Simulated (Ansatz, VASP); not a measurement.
**B3N2 in VASP and in Ansatz**

```
CELL_PARAMETERS angstrom
3.33616 0.00000 0.00000
-1.66808 2.88920 0.00000
0.00000 0.00000 9.20188
ATOMIC_POSITIONS crystal
B 0.50000 0.00000 0.00000
B 0.00000 0.50000 0.00000
B 0.50000 0.50000 0.00000
N 0.00000 0.00000 0.44012
N 0.00000 0.00000 0.55988
```

Alike in both runs: task relaxation of cell and atoms; functional PBE; k mesh 12 × 12 × 4; occupations gaussian, width 0.1 eV; no spin polarisation.

|  | VASP | Ansatz |
| --- | --- | --- |
| version | VASP 6.6.1 | Ansatz 0.2.0 |
| potentials or method | VASP PAW PBE potentials, release 64 (B, N), cutoff 600 eV | scalar-relativistic, plane waves, PAW |
| valence electrons in the cell | 19 | 19 |

Ansatz gave:

* gap on the k mesh at the Fermi level, each at its own relaxed structure (eV): none
* relaxed volume (Å³/atom): 17.74
* relaxed cell length with the largest relative difference (Å): 9.202

Problem. Estimate VASP's values.

Solution. gap on the k mesh at the Fermi level, each at its own relaxed structure (eV): none; relaxed volume (Å³/atom): 17.15; relaxed cell length with the largest relative difference (Å): 8.917.

A gap of «none» marks a metal or a gap that the smearing closes.

Noted on VASP's run: the standard files for N, O and F lose accuracy on very short bonds.
